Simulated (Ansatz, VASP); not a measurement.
## Two plane-wave programs on Sn

INCAR

```
SYSTEM = Sn
PREC = Accurate ; ENCUT = 520
EDIFF = 1E-6 ; ISMEAR = -1
SIGMA = 0.02 ; LREAL = .FALSE.
LASPH = .TRUE. ; NELM = 80
ALGO = Normal ; ISIF = 2
LWAVE = .FALSE. ; LCHARG = .FALSE.
GGA = PE ; NBANDS = 21
```

The input KPOINTS:

```
Automatic mesh
0
G
  6 6 6
  0 0 0
```

Contents of POSCAR:

```
Sn
1.0
    0.0000000000      3.2844597792      3.2844597792
    3.2486591676      0.0000000000      3.2844597792
    3.2486591676      3.2844597792      0.0000000000
Sn
2
Direct
    0.0000000000      0.0000000000      0.0000000000
    0.2500000000      0.2500000000      0.2500000000
```

Input for Ansatz:

```yaml
crystal:
  lattice:
    - [0.0, 3.2844597792, 3.2844597792]
    - [3.2486591676, 0.0, 3.2844597792]
    - [3.2486591676, 3.2844597792, 0.0]
  atoms:
    - { symbol: Sn, position: [0.0, 0.0, 0.0] }
    - { symbol: Sn, position: [0.25, 0.25, 0.25] }
kpoints:
  mp_grid: { grid: [6, 6, 6] }
  band_path:
    path:
      - [0.0, 0.0, 0.0]
      - [0.5, 0.0, 0.5]
      - [0.625, 0.25, 0.625]
      - [0.375, 0.375, 0.75]
      - [0.5, 0.5, 0.5]
      - [0.5, 0.25, 0.75]
      - [-0.014974, -0.014974, 0.0]
      - [0.0, 0.0, 0.5]
    npoints: 1
hamiltonian:
  xc: pbe
scf:
  occupations: { method: fermi_dirac, width: 0.02 }
  n_extra_bands: 4
output:
  forces: true
  stress: true
  eigenvalues: true
```

Change from the starting cell: uniaxial_x strain -1.1%.

Alike in both runs: task single point; functional PBE; k mesh 6 × 6 × 6; occupations fermi-dirac, width 0.02 eV; no spin polarisation.

|  | VASP | Ansatz |
| --- | --- | --- |
| version | VASP 6.6.1 | Ansatz 0.2.0 |
| potentials or method | VASP PAW PBE potentials, release 64 (Sn_d) | plane waves, PAW |
| plane-wave cutoff (eV) | 520 | 420 |
| valence electrons in the cell | 28 | 28 |

|  | VASP | Ansatz | Ansatz less VASP |
| --- | --- | --- | --- |
| pressure (GPa) | 2.0 | 2.1 | +0.05 |
| traceless stress, the component that is largest in VASP (GPa) | 0.22 | 0.22 | 0.000 |
